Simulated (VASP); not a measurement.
BAs: single point with PBE

Crystal: BAs.

```
B As
1.0
     0.00000    2.42775    2.42775
     2.42775    0.00000    2.42775
     2.42775    2.42775    0.00000
B As
1 1
Direct
  0.00000 0.00000 0.00000
  0.25000 0.25000 0.25000
```

This cell differs from its parent crystal: strain +1.5%.

```yaml
Program: VASP 6.6.1
Task: single point
Functional: PBE
Potentials_or_basis: VASP PAW PBE potentials, release 64 (B, As)
Cutoff: 520 eV
k_mesh: 10 × 10 × 10
Occupations: fermi-dirac, width 0.02 eV
Spin: no spin polarisation
Dipole_correction: no
Further_INCAR_settings: ALGO = Normal; EDIFF = 1e-06; NBANDS = 11
```

| Property | Result |
| --- | --- |
| Pressure | -3.0 GPa |
| Band gap on the k mesh | 1.22 eV, indirect (least direct gap 3.22 eV) |

Levels at points of the mesh, in eV from the valence-band top:
| k point | band 1 | band 2 | band 3 | band 4 | band 5 | band 6 | band 7 | band 8 |
| --- | --- | --- | --- | --- | --- | --- | --- | --- |
| (0.00, 0.00, 0.00) | -14.96 | 0.00 | 0.00 | 0.00 | 3.22 | 3.22 | 3.22 | 4.07 |
| (0.50, 0.00, 0.00) | -12.27 | -8.44 | -1.74 | -1.74 | 2.41 | 4.72 | 4.72 | 8.76 |
| (0.50, 0.50, 0.00) | -11.03 | -8.26 | -3.88 | -3.88 | 1.48 | 1.49 | 10.90 | 10.90 |

Wall time 10 s on 1 thread of Intel(R) Xeon(R) 6975P-C (Granite Rapids), with other jobs on the host, peak memory 0.16 GiB.

Caveat: the cell differs from its parent crystal (strain +1.5%). A k mesh can miss the band edges.
